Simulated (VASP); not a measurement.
Crystal: Sn.

```
CELL_PARAMETERS angstrom
0.00000 3.27589 3.27589
3.27589 0.00000 3.27589
3.27589 3.27589 0.00000
ATOMIC_POSITIONS crystal
Sn 0.75000 0.75000 0.75000
Sn 0.50000 0.50000 0.50000
```

Base run:

- Program: VASP 6.6.1
- Functional: r2SCAN
- Potentials or basis: VASP PAW PBE potentials, release 64 (Sn_d)
- Cutoff: 520 eV
- k mesh: 7 × 7 × 7
- Occupations: fermi-dirac, width 0.05 eV
- Spin: no spin polarisation

Its results: band gap on the k mesh zero (filled and empty bands touch); pressure 0.3 GPa.

**Question.** The run is repeated on the same cell with these changes: functional from r2SCAN to PBE; further incar settings from ALGO = Normal; EDIFF = 1e-06; NBANDS = 21 to ALGO = Normal; EDIFF = 1e-07; NBANDS = 21. What comes out?

**Answer.** Band gap on the k mesh zero (band 14 reaches 5.43 eV, above the bottom of band 15 at 5.32 eV); pressure 1.8 GPa.

Caveats: spin-orbit coupling is left out, which moves the levels of the heavy elements; the PAW data sets were made with another functional, which shifts forces and pressure a little (some runs).
